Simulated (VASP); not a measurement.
Write the native input for VASP 6.6.1 that does the following.

```
Task                   : single point
Functional             : LDA
Potentials or basis    : VASP PAW LDA potentials, release 64 (Zn, Cu)
Cutoff                 : 520 eV
k mesh                 : 8 × 8 × 8
Occupations            : methfessel-paxton, width 0.15 eV
Spin                   : no spin polarisation
Dipole correction      : no
Further INCAR settings : ALGO = Normal; EDIFF = 1e-06; NBANDS = 18
```

The structure of ZnCu lies in POSCAR:

```
ZnCu
1.0
    2.9450000000      0.0000000000      0.0000000000
    0.0000000000      2.9450000000      0.0000000000
    0.0000000000      0.0000000000      2.9450000000
Zn Cu
1 1
Direct
    0.5000000000      0.5000000000      0.5000000000
    0.0000000000      0.0000000000      0.0000000000
```

The input as run:

INCAR

```
SYSTEM = ZnCu
  PREC = Accurate
  ENCUT = 520
  EDIFF = 1E-6
  ISMEAR = 1
  SIGMA = 0.15
  LREAL = .False.
  LASPH = .True.
  NELM = 100
  ALGO = Normal
  ISIF = 2
  LWAVE = .False.
  LCHARG = .False.
  GGA = CA
  NBANDS = 18
```

KPOINTS

```
regular mesh
0
Gamma
  8 8 8
  0 0 0
```

Potentials or basis: VASP PAW LDA potentials, release 64 (Zn, Cu).

The run is started by

```console
$ cat potpaw_LDA.64/Zn/POTCAR potpaw_LDA.64/Cu/POTCAR > POTCAR
$ mpirun -np 1 vasp_std > vasp.out
```

Results of the run:

| Property | Result |
| --- | --- |
| Pressure | -8.6 GPa |

Run time: 21 s on 1 thread of Intel Xeon 8259CL, with other jobs on the host, peak memory 0.14 GiB.
